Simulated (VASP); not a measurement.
# BiBr3 in VASP: notebook

Runs on BiBr3. Level: PBE. Tasks: single point.

All numbers are computed with VASP 6.6.1; they aren't measurements. Logs are shortened: lines on timing, memory, paths and dates and some standing lists are left out, and cuts for length are marked.

## (1) The cell of the first run

The cell holds a molecule in a box, 4 atoms: a = 12.540 Å, b = 13.090 Å, c = 10.190 Å, α = 90.00°, β = 90.00°, γ = 90.00°.

## (2) Single point, PBE

INCAR reads:

```
SYSTEM = BiBr3
PREC = Accurate
ENCUT = 520
EDIFF = 1E-6
ISMEAR = 0
SIGMA = 0.01
LREAL = .FALSE.
LASPH = .TRUE.
NELM = 100
ALGO = Normal
ISIF = 2
LWAVE = .FALSE.
LCHARG = .FALSE.
GGA = PE
NBANDS = 26
```

KPOINTS reads:

```
regular mesh
0
G
  1 1 1
  0 0 0
```

POSCAR reads:

```
BiBr3
1.0
   12.5400000000      0.0000000000      0.0000000000
    0.0000000000     13.0900000000      0.0000000000
    0.0000000000      0.0000000000     10.1900000000
Bi Br
1 3
Direct
    0.4529202600      0.4998579100      0.5583012800
    0.6410542300      0.4998594300      0.4416094200
    0.3588516700      0.6559404100      0.4416094200
    0.3588540700      0.3437738700      0.4416094200
```

Potentials or basis: VASP PAW PBE potentials, release 64 (Bi_d, Br).

Run with:

```
$ cat potpaw_PBE.64/Bi_d/POTCAR potpaw_PBE.64/Br/POTCAR > POTCAR
$ mpirun -np 1 vasp_gam > vasp.out
```

OUTCAR:

```text
SYSTEM = BiBr3
   PREC = Accurate
   ENCUT = 520
   EDIFF = 1E-6
   ISMEAR = 0
   LREAL = .FALSE.
   LASPH = .TRUE.
   NELM = 100
   ISIF = 2
   GGA = PE

 ion  position               nearest neighbor table
   1  0.453  0.500  0.558-   2 2.64   3 2.64   4 2.64
   2  0.641  0.500  0.442-   1 2.64
   3  0.359  0.656  0.442-   1 2.64
   4  0.359  0.344  0.442-   1 2.64

  LATTYP: Found a simple orthorhombic cell.
 ALAT       =    10.1900000000
 B/A-ratio  =     1.2306182532
 C/A-ratio  =     1.2845927380

  Lattice vectors:

 A1 = (   0.0000000000,   0.0000000000,  10.1900000000)
 A2 = (  12.5400000000,   0.0000000000,   0.0000000000)
 A3 = (   0.0000000000,  13.0900000000,   0.0000000000)

Analysis of symmetry for initial positions (statically):
=====================================================================
 Subroutine PRICEL returns:
 Original cell was already a primitive cell.

 Routine SETGRP: Setting up the symmetry group for a
 simple orthorhombic supercell.

 Subroutine GETGRP returns: Found  2 space group operations
 (whereof  1 operations were pure point group operations)
 out of a pool of  8 trial point group operations.

The static configuration has the point symmetry C_1 .
 The point group associated with its full space group is C_1h.

Analysis of symmetry for dynamics (positions and initial velocities):
=====================================================================
 Subroutine PRICEL returns:
 Original cell was already a primitive cell.

 Routine SETGRP: Setting up the symmetry group for a
 simple orthorhombic supercell.

 Subroutine GETGRP returns: Found  2 space group operations
 (whereof  1 operations were pure point group operations)
 out of a pool of  8 trial point group operations.

The dynamic configuration has the point symmetry C_1 .
 The point group associated with its full space group is C_1h.

 Subroutine INISYM returns: Found  2 space group operations
 (whereof  1 operations are pure point group operations),
 and found     1 'primitive' translations

----------------------------------------------------------------------------------------

                                     Primitive cell

  volume of cell :    1672.6742

[... 63 lines left out ...]
   LNONCOLLINEAR =      F non collinear calculations
   LSORBIT =      F    spin-orbit coupling
   LASPH  =      T    aspherical Exc in radial PAW
   ENCUT  =  520.0 eV  38.22 Ry    6.18 a.u.  23.32 24.34 18.95*2*pi/ulx,y,z
   NELM   =    100;   NELMIN=  2; NELMDL= -5     # of ELM steps
   EDIFF  = 0.1E-05   stopping-criterion for ELM
   LREAL  =      F    real-space projection
   EDIFFG = 0.1E-04   stopping-criterion for IOM
   NSW    =      0    number of steps for IOM
   IBRION =     -1    ionic relax: 0-MD 1-quasi-New 2-CG
   NFREE  =      0    steps in history (QN), initial steepest desc. (CG)
   ISIF   =      2    stress and relaxation
   ISYM   =      2    0-nonsym 1-usesym 2-fastsym
   POTIM  = 0.5000    time-step for ionic-motion
   TEBEG  =    0.0;   TEEND  =   0.0 temperature during run
   PSTRESS=    0.0 pullay stress
   NELECT =      36.0000    total number of electrons
   NUPDOWN=      -1.0000    fix difference up-down
   EMIN   =  10.00;   EMAX   =-10.00  energy-range for DOS
   EFERMI =   0.00;   METHOD = LEGACY
   ISMEAR =     0;   SIGMA  =   0.01  broadening in eV -4-tet -1-fermi 0-gaus
   EFERMI_NEDOS =   21; number of points for ismear=-14 and -15
   IALGO  =     38    algorithm
   IMIX   =      4    mixing-type and parameters
     AMIX     =   0.40;   BMIX     =  1.00
     AMIX_MAG =   1.60;   BMIX_MAG =  1.00
  volume/ion in A,a.u.               =     418.17      2821.94
  Fermi-wavevector in a.u.,A,eV,Ry     =   0.455378  0.860539  2.821426  0.207369
  Thomas-Fermi vector in A             =   1.438931
   LORBIT       =      0    0 simple, 1 ext, 2 COOP (PROOUT), +10 PAW based schemes
   GGA     = PE    functional components
   LHFCALC =     F    Hartree Fock is set to
   AEXX    =    0.0000 exact exchange contribution
   IVDW    =     0    specifies the selected vdW correction
   LEPSILON=     F    determine dielectric tensor
   LRPA    =     F    only Hartree local field effects (RPA)
 non-spin polarized calculation
 Gauss-broadening in eV      SIGMA  =   0.01
  energy-cutoff  :      520.00
  volume of cell :     1672.67
 maximum number of plane-waves:     22510
 NGX is ok and might be reduce to    96
   NGX = 47   NGY = 49   NGZ = 37

 number of electron      36.0000005 magnetization

 Free energy of the ion-electron system (eV)
  ---------------------------------------------------
  ext. energy  EPLUGINS =         0.00000000
  ---------------------------------------------------
  free energy    TOTEN  =       -11.13293790 eV

  energy without entropy =      -11.13293790  energy(sigma->0) =      -11.13293790

 E-fermi :  -6.5206     XC(G=0):  -1.2761

 val. band max:       -6.5724153969   @ k =   0.0000   0.0000   0.0000
 cond. band min:      -3.1414945345   @ k =   0.0000   0.0000   0.0000
 fundamental gap:      3.4309208625
 Fermi energy:        -6.5206071210

 k-point     1 :       0.0000    0.0000    0.0000
  band No.  band energies     occupation
      1     -28.5093      2.00000
      2     -28.5092      2.00000
      3     -28.4597      2.00000
      4     -28.4522      2.00000
      5     -28.4522      2.00000
      6     -19.7531      2.00000
[... 18 lines left out ...]
     25       0.9159      0.00000
     26       0.9431      0.00000

------------------------ aborting loop because EDIFF is reached ----------------------------------------

  FORCE on cell =-STRESS in cart. coord.  units (eV):
  Direction    XX          YY          ZZ          XY          YZ          ZX
  --------------------------------------------------------------------------------------
  -------------------------------------------------------------------------------------
  Total       -0.9648861     -0.9661169     -0.3812643      0.0000000      0.0000000     -0.0008447
  in kB       -0.9242198     -0.9253987     -0.3651955      0.0000000      0.0000000     -0.0008091
  external PRESSURE =      -0.7382713 kB  Pullay stress =       0.0000000 kB

 VOLUME and BASIS-vectors are now :
 -----------------------------------------------------------------------------
  energy-cutoff  :      520.00
  volume of cell :     1672.67
      direct lattice vectors                 reciprocal lattice vectors
    12.540000000  0.000000000  0.000000000     0.079744817  0.000000000  0.000000000
     0.000000000 13.090000000  0.000000000     0.000000000  0.076394194  0.000000000
     0.000000000  0.000000000 10.190000000     0.000000000  0.000000000  0.098135427

 POSITION                                       TOTAL-FORCE (eV/Angst)
 -----------------------------------------------------------------------------------
      5.67962      6.54314      5.68909        -0.000657      0.000000     -0.268636
      8.03882      6.54316      4.50000        -0.268279      0.000000      0.089371
      4.50000      8.58626      4.50000         0.134468     -0.232633      0.089632
      4.50003      4.50000      4.50000         0.134468      0.232633      0.089632
 -----------------------------------------------------------------------------------
    total drift:                               -0.000086     -0.000425      0.000584

  FREE ENERGIE OF THE ION-ELECTRON SYSTEM (eV)
  ---------------------------------------------------
  free  energy   TOTEN  =       -11.1329379048 eV

  energy  without entropy=      -11.1329379048  energy(sigma->0) =      -11.13293790
```

stdout:

```text
POSCAR found type information on POSCAR BiBr
 POSCAR found :  2 types and       4 ions
 scaLAPACK will be used
 LDA part: xc-table for (Slater+PW92), standard interpolation
 POSCAR, INCAR and KPOINTS ok, starting setup
 FFT: planning ... GRIDC
 FFT: planning ... GRID_SOFT
 FFT: planning ... GRID
 WAVECAR not read
 entering main loop
```

It took 2 min on 1 thread of Oxide Virtual Turin-like, shared host; peak memory 1.2 GiB.

Results:

| Item | Value |
| --- | --- |
| Free energy | -11.1329 eV |
| Largest force | 0.283 eV/Å |
| Gap between the frontier levels | 3.43 eV |

Forces in eV/Å, atoms in the order of the input:
```
Bi  -0.001  0.000 -0.269
Br  -0.268  0.000  0.089
Br   0.134 -0.233  0.090
Br   0.134  0.233  0.090
```

Levels at points of the mesh, in eV from the valence-band top:
| k point | band 14 | band 15 | band 16 | band 17 | band 18 | band 19 | band 20 | band 21 | band 22 | band 23 |
| --- | --- | --- | --- | --- | --- | --- | --- | --- | --- | --- |
| (0.00, 0.00, 0.00) | -0.38 | -0.12 | -0.12 | -0.03 | 0.00 | 3.43 | 4.10 | 4.10 | 6.29 | 7.39 |

Caveat: spin-orbit coupling is left out, which moves the levels of the heavy elements.

## (3) Single point, PBE, non-collinear spin, zero start, spin-orbit coupling

INCAR reads:

```
SYSTEM = BiBr3
PREC = Accurate
ENCUT = 520
EDIFF = 1E-7
ISMEAR = 0
SIGMA = 0.01
LREAL = .False.
LASPH = .True.
NELM = 150
ALGO = Normal
ISIF = 2
LWAVE = .False.
LCHARG = .True.
MAGMOM = 0 0 0 0 0 0 0 0 0 0 0 0
LORBIT = 11
LSORBIT = .True.
GGA_COMPAT = .False.
LORBMOM = .True.
GGA = PE
LVHAR = .True.
NBANDS = 50
```

KPOINTS reads:

```
regular mesh
0
Gamma
  1 1 1
  0 0 0
```

POSCAR is that of step 2.

Potentials or basis: VASP PAW PBE potentials, release 64 (Bi_d, Br).

Run with:

```
$ cat potpaw_PBE.64/Bi_d/POTCAR potpaw_PBE.64/Br/POTCAR > POTCAR
$ mpirun -np 1 vasp_ncl > vasp.out
```

Wall time 19 min (1 thread of Oxide Virtual Turin-like, shared host); peak memory 3.9 GiB.

Results (log left out):

```
Free energy                                           : -11.8798 eV
Largest force                                         : 0.216 eV/Å
Net moment                                            : 0.00 μB per cell
Valence electrons inside the program's atomic spheres : Bi 12.64; Br 4.82
```

Forces on the atoms (eV/Å):
```
Bi  -0.001  0.000 -0.174
Br  -0.208  0.000  0.058
Br   0.104 -0.180  0.058
Br   0.104  0.180  0.058
```

Moments on the atoms (μB; x, y, z):
```
Bi  0.00 0.00 0.00
Br  0.00 0.00 0.00
Br  0.00 0.00 0.00
Br  0.00 0.00 0.00
```
